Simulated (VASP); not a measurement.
Wanted: the native input for a VASP 6.6.1 run.

| Property | Result |
| --- | --- |
| Task | single point |
| Functional | LDA |
| Potentials or basis | VASP PAW LDA potentials, release 64 (Ba_sv, Ti_sv, O) |
| Cutoff | 600 eV |
| k mesh | 7 × 7 × 7 |
| Occupations | fermi-dirac, width 0.05 eV |
| Spin | no spin polarisation |
| Hubbard terms | Ti d U = 5.0 eV |
| Dipole correction | no |
| Further INCAR settings | ALGO = Normal; EDIFF = 1e-06; NBANDS = 28 |

The structure of BaTiO3 lies in POSCAR:

```
BaTiO3
1.0
    3.9998000000      0.0000000000      0.0000000000
    0.0000000000      3.9998000000      0.0000000000
    0.0000000000      0.0000000000      4.0180000000
Ba Ti O
1 1 3
Direct
    0.9955672000      0.9906407400      0.0035034300
    0.5025366900      0.4919233700      0.4687657700
    0.4792189400      0.5143238900      0.0064065200
    0.5027309200      0.0032990000      0.5093824900
    0.0199462600      0.4998130000      0.5399418000
```

One way to write it, as run:

INCAR

```
PREC = Accurate ; ENCUT = 600
EDIFF = 1E-6 ; ISMEAR = -1
SIGMA = 0.05 ; LREAL = F
LASPH = T ; NELM = 200
ALGO = Normal ; ISIF = 2
LWAVE = F ; LCHARG = F
LMAXMIX = 4 ; LDAU = T
LDAUTYPE = 2 ; LDAUL = -1 2 -1
LDAUU = 0 5 0 ; LDAUJ = 0 0 0
LDAUPRINT = 1 ; NBANDS = 28
GGA_COMPAT = F
```

KPOINTS

```
Automatic mesh
0
Gamma
  7 7 7
```

Potentials or basis: VASP PAW LDA potentials, release 64 (Ba_sv, Ti_sv, O).

Command:

```sh
$ cat potpaw_LDA.64/Ba_sv/POTCAR potpaw_LDA.64/Ti_sv/POTCAR potpaw_LDA.64/O/POTCAR > POTCAR
$ mpirun -np 1 vasp_std > vasp.out
```

Results of the run:

The pressure is -1.7 GPa. The largest force is 1.531 eV/Å. The band gap on the k mesh is 2.46 eV (least direct gap 2.73 eV).

Caveat: spin-orbit coupling is left out, which moves the levels of the heavy elements; an odd mesh through Γ misses points on the zone boundary, where band edges can lie; forces of over 1 eV/Å act on the atoms, so gaps and moduli don't describe the material at rest.

It took 3.5 min on 1 thread of AMD EPYC 9R14 (Zen 4), on a shared host, peak memory 0.41 GiB.
